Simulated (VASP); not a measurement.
A run of VASP 6.6.1:

File POSCAR:

```
MnAu
1.0
    3.1198295880      0.0000000000      0.0000000000
    0.0000000000      3.1198295880      0.0000000000
    0.0000000000      0.0000000000      3.1198295880
Mn Au
1 1
Direct
    0.5000000000      0.5000000000      0.5000000000
    0.0000000000      0.0000000000      0.0000000000
```

Contents of INCAR.step1:

```
SYSTEM = MnAu
  ALGO = Normal
  EDIFF = 1E-4
  ENCUT = 520
  GGA = PE
  ISMEAR = -1
  ISPIN = 2
  LASPH = .TRUE.
  LCHARG = .FALSE.
  LMAXMIX = 4
  LREAL = .FALSE.
  LWAVE = .TRUE.
  MAGMOM = 5.2 0
  NBANDS = 23
  NELM = 150
  PREC = Accurate
  SIGMA = 0.1
```

The input INCAR.step2:

```
SYSTEM = MnAu
  ALGO = Normal
  EDIFF = 1E-7
  ENCUT = 520
  ISIF = 2
  ISMEAR = -1
  ISPIN = 2
  ISTART = 1
  LASPH = .TRUE.
  LCHARG = .FALSE.
  LMAXMIX = 4
  LMIXTAU = .TRUE.
  LORBIT = 11
  LREAL = .FALSE.
  LWAVE = .FALSE.
  MAGMOM = 5.2 0
  METAGGA = R2SCAN
  NBANDS = 23
  NELM = 150
  PREC = Accurate
  SIGMA = 0.1
```

Contents of KPOINTS:

```
k-points
0
G
  7 7 7
  0 0 0
```

Potentials or basis: VASP PAW PBE potentials, release 64 (Mn_pv, Au).

Command:

```console
$ cat potpaw_PBE.64/Mn_pv/POTCAR potpaw_PBE.64/Au/POTCAR > POTCAR
$ cp INCAR.step1 INCAR
$ mpirun -np 1 vasp_std > vasp.out
$ cp INCAR.step2 INCAR
$ mpirun -np 1 vasp_std > vasp.out
```

Hardware: 1 thread of Intel Xeon 8259CL, with other jobs on the host.

Problem. Estimate the wall time of this run.

Solution. It took 2.1 min on 1 thread of Intel Xeon 8259CL, on a shared host, peak memory 0.17 GiB. Counts: k points 20.
